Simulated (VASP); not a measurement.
Input of a VASP 6.6.1 run:

Contents of INCAR:

```
  PREC = Accurate
  ENCUT = 520
  EDIFF = 1E-6
  ISMEAR = -1
  SIGMA = 0.05
  LREAL = False
  LASPH = True
  NELM = 80
  ALGO = Normal
  ISIF = 2
  LWAVE = False
  LCHARG = False
  GGA = PE
  NBANDS = 17
```

The input KPOINTS:

```
regular mesh
0
Gamma
  6 6 6
```

Contents of POSCAR:

```
LiSb3
1.0
    4.7120220425      0.0000000000      0.0000000000
    0.0000000000      4.7120220425      0.0000000000
    0.0000000000      0.0000000000      4.7120220425
Sb Li
3 1
Direct
    0.5000000000      0.5000000000      0.0000000000
    0.0000000000      0.5000000000      0.5000000000
    0.5000000000      0.0000000000      0.5000000000
    0.0000000000      0.0000000000      0.0000000000
```

Potentials or basis: VASP PAW PBE potentials, release 64 (Sb, Li_sv).

Command:

```bash
$ cat potpaw_PBE.64/Sb/POTCAR potpaw_PBE.64/Li_sv/POTCAR > POTCAR
$ mpirun -np 1 vasp_std > vasp.out
```

Q: Estimate the band gap on the k mesh.

A: Zero (band 9 reaches 8.05 eV, above the bottom of band 10 at 5.70 eV).

Caveat: spin-orbit coupling is left out, which moves the levels of the heavy elements.
